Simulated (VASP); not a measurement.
Write the native input for VASP 6.6.1 that does the following.

```
Task                   : single point
Functional             : LDA
Potentials or basis    : VASP PAW LDA potentials, release 64 (Sn_d)
Cutoff                 : 520 eV
k mesh                 : 12 × 12 × 12
Occupations            : methfessel-paxton, width 0.1 eV
Spin                   : no spin polarisation
Dipole correction      : no
Further INCAR settings : ALGO = Normal; EDIFF = 1e-06; NBANDS = 13
```

The structure of Sn lies in POSCAR:

```
Sn
1.0
   -1.8501275537      1.8501275537      1.8501275537
    1.8501275537     -1.8501275537      1.8501275537
    1.8501275537      1.8501275537     -1.8501275537
Sn
1
Direct
    0.0000000000      0.0000000000      0.0000000000
```

One way to write it, as run:

INCAR

```
PREC = Accurate
ENCUT = 520
EDIFF = 1E-6
ISMEAR = 1
SIGMA = 0.1
LREAL = F
LASPH = T
NELM = 80
ALGO = Normal
ISIF = 2
LWAVE = F
LCHARG = T
LELF = T
LVHAR = T
NBANDS = 13
```

KPOINTS

```
Automatic mesh
0
Gamma
  12 12 12
```

Potentials or basis: VASP PAW LDA potentials, release 64 (Sn_d).

Launch:

```bash
$ cat potpaw_LDA.64/Sn_d/POTCAR > POTCAR
$ mpirun -np 1 vasp_std > vasp.out
```

Results of the run:

```json
{"Pressure": "0.1 GPa", "Band gap on the k mesh": "zero (band 7 reaches 17.20 eV, above the bottom of band 8 at 6.03 eV)"}
```

Caveat: spin-orbit coupling is left out, which moves the levels of the heavy elements.

Wall time 9.5 s on 1 thread of Intel(R) Xeon(R) Platinum 8488C (Sapphire Rapids), with other jobs on the host, peak memory 0.14 GiB.
